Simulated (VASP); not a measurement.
**Nb: single point with r2SCAN**

Crystal: Nb.

```
Nb
1.0
     0.00000    2.11500    2.11500
     2.30006    0.00000    2.11500
     2.30006    2.11500    0.00000
Nb
1
Direct
  0.00000 0.00000 0.00000
```

This cell differs from its parent crystal: strain +0.0875 x Voigt [1, 0, 0, 0, 0, 0].

* Program: VASP 6.6.1
* Task: single point
* Functional: r2SCAN
* Potentials or basis: VASP PAW PBE potentials, release 64 (Nb_sv)
* Cutoff: 520 eV
* k mesh: 20 × 20 × 20
* Occupations: gaussian, width 0.15 eV
* Spin: no spin polarisation
* Dipole correction: no
* Further INCAR settings: ALGO = Normal; EDIFF = 1e-07; NBANDS = 12

```json
{
 "Pressure": "-14.7 GPa",
 "Band gap on the k mesh": "zero (an odd number of electrons rules out a gap without spin polarisation)"
}
```

Stress tensor (GPa, compression positive):
```
 -7.09   0.00   0.00
  0.00 -18.44   0.00
  0.00   0.00 -18.44
```

Levels at points of the mesh, in eV from the Fermi level:
```csv
k point,band 3,band 4,band 5,band 6,band 7,band 8,band 9,band 10
"(0.00, 0.00, 0.00)",-31.46,-31.46,-6.31,-0.42,0.64,0.64,2.01,3.37
"(0.50, 0.00, 0.00)",-31.67,-31.53,-3.65,-0.36,0.69,1.02,4.24,4.62
"(0.50, 0.50, 0.00)",-31.94,-31.79,-3.66,-3.00,3.68,4.34,4.41,5.31
"(0.00, 0.50, 0.50)",-31.71,-31.71,-3.71,-2.98,2.22,4.62,4.85,4.85
```

It took 10 min on 1 thread of Intel Xeon 8259CL, on a shared host, peak memory 0.27 GiB.

Caveat: the cell differs from its parent crystal (strain +0.0875 x Voigt [1, 0, 0, 0, 0, 0]); the cell stands under tension; the PAW data sets were made with another functional, which shifts forces and pressure a little.
